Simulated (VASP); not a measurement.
Write the native input for VASP 6.6.1 that does the following.

| Item | Value |
| --- | --- |
| Task | single point |
| Functional | PBE |
| Potentials or basis | VASP PAW PBE potentials, release 64 (B, N) |
| Cutoff | 520 eV |
| k mesh | 10 × 10 × 10 |
| Occupations | gaussian, width 0.01 eV |
| Spin | no spin polarisation |
| Dipole correction | no |
| Further INCAR settings | ALGO = Normal; EDIFF = 1e-07; NBANDS = 11 |

The structure of BN (Qingsongite) lies in POSCAR:

```
BN
1.0
    0.0000000000      1.7953687620      1.7953687620
    1.7953687620      0.0000000000      1.7953687620
    1.7953687620      1.7953687620      0.0000000000
B N
1 1
Direct
    0.0000000000      0.0000000000      0.0000000000
    0.2500000000      0.2500000000      0.2500000000
```

These files were run (other wordings do the same):

INCAR

```
SYSTEM = BN
PREC = Accurate
ENCUT = 520
EDIFF = 1E-7
ISMEAR = 0
SIGMA = 0.01
LREAL = .False.
LASPH = .True.
NELM = 80
ALGO = Normal
ISIF = 2
LWAVE = .False.
LCHARG = .False.
GGA = PE
NBANDS = 11
```

KPOINTS

```
Automatic mesh
0
Gamma
  10 10 10
  0 0 0
```

Potentials or basis: VASP PAW PBE potentials, release 64 (B, N).

Command:

```console
$ cat potpaw_PBE.64/B/POTCAR potpaw_PBE.64/N/POTCAR > POTCAR
$ mpirun -np 1 vasp_std > vasp.out
```

Results of the run:

```json
{"Pressure": "11.4 GPa", "Band gap on the k mesh": "4.48 eV, indirect (least direct gap 8.92 eV)"}
```

Wall time 8.9 s on 1 thread of AMD EPYC 7R13, with other jobs on the host, peak memory 0.09 GiB.
